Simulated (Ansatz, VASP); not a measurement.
NbSb: VASP beside Ansatz

```xyz
2
Lattice="3.5592 0.0000 0.0000 -1.7796 3.0824 0.0000 0.0000 0.0000 3.7747" Properties=species:S:1:pos:R:3 pbc="T T T"
Nb    0.0000    0.0000    0.0000
Sb    0.0000    2.0549    1.8873
```

Change from the starting cell: volume scaled by 0.97.

Alike in both runs: task single point; functional PBE; k mesh 11 × 11 × 10; occupations fermi-dirac, width 0.05 eV; no spin polarisation.

|  | VASP | Ansatz |
| --- | --- | --- |
| version | VASP 6.6.1 | Ansatz 0.2.0 |
| potentials or method | VASP PAW PBE potentials, release 64 (Nb_sv, Sb), cutoff 520 eV | all-electron LAPW, scalar-relativistic |

Ansatz gave:

* pressure (GPa): 4.2
* traceless stress, the component that is largest in VASP (GPa): 0.95

**Question.** Estimate VASP's values.

**Answer.** Pressure (GPa): 3.9; traceless stress, the component that is largest in VASP (GPa): 0.93.

Ansatz ran all-electron here, and VASP with PAW potentials.

Spin-orbit coupling is off throughout.
